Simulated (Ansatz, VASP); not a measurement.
# One calculation of CdS, two programs

```
Cd S
1.0
     0.10903    2.78996    2.86793
     2.96814    0.04820    2.92876
     2.93042    2.81307    0.08593
Cd S
1 1
Direct
  0.99862 0.00045 0.00302
  0.25291 0.24655 0.25016
```

Alike in both runs: task single point; functional PBE; k mesh 4 × 4 × 4; no spin polarisation.

|  | VASP | Ansatz |
| --- | --- | --- |
| version | VASP 6.6.1 | Ansatz 0.2.0 |
| potentials or method | VASP PAW PBE potentials, release 64 (Cd, S), cutoff 520 eV | plane waves, PAW |
| occupations | gaussian, width 0.01 eV | fixed |
| valence electrons in the cell | 18 | 26 |

Ansatz gave:

* pressure (GPa): 9.5
* traceless stress, the component that is largest in VASP (GPa): -3.88
* rms of the force components (eV/Å): 0.360

Question: Which values does VASP return?

Answer: Pressure (GPa): 10.0; traceless stress, the component that is largest in VASP (GPa): -3.96; rms of the force components (eV/Å): 0.371.

Atom by atom the forces differ by 0.012 eV/Å (rms over components). VASP's potentials hold 18 valence electrons a cell and Ansatz's 26, so a difference there can come from the potentials and not from the codes. Ansatz's warnings: stress scf threshold loose.

The k mesh is coarse, so the values compare programs but aren't converged.
